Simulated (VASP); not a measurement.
A run of VASP 6.6.1:

The input INCAR:

```
PREC     = Accurate       # precision mode
ENCUT    = 520            # plane-wave cutoff, eV
EDIFF    = 1E-6           # SCF threshold, eV
ISMEAR   = -1             # smearing method
SIGMA    = 0.05           # smearing width, eV
LREAL    = F              # projectors in reciprocal space
LASPH    = T              # aspherical terms in the spheres
NELM     = 60             # most SCF steps
ALGO     = Normal         # electronic algorithm
ISIF     = 2              # what is computed and relaxed
LWAVE    = F              # write WAVECAR
LCHARG   = F              # write CHGCAR
GGA      = PE             # functional
NBANDS   = 12             # bands
```

Contents of KPOINTS:

```
regular mesh
0
Gamma
  17 17 17
```

The input POSCAR:

```
Ta
1.0
    0.0000000000      2.1439471080      2.1439471080
    2.1439471080      0.0000000000      2.1439471080
    2.1439471080      2.1439471080      0.0000000000
Ta
1
Direct
    0.0000000000      0.0000000000      0.0000000000
```

Potentials or basis: VASP PAW PBE potentials, release 64 (Ta_pv).

Run with:

```console
$ cat potpaw_PBE.64/Ta_pv/POTCAR > POTCAR
$ mpirun -np 1 vasp_std > vasp.out
```

Hardware: 1 thread of AMD EPYC 9R45 96-Core Processor (Zen 5), on a shared host.

**Question.** How long does it take, and how much memory?

**Answer.** Run time: 15 s on 1 thread of AMD EPYC 9R45 96-Core Processor (Zen 5), on a shared host, peak memory 0.14 GiB. Counts: scf iterations 12, k points 165.
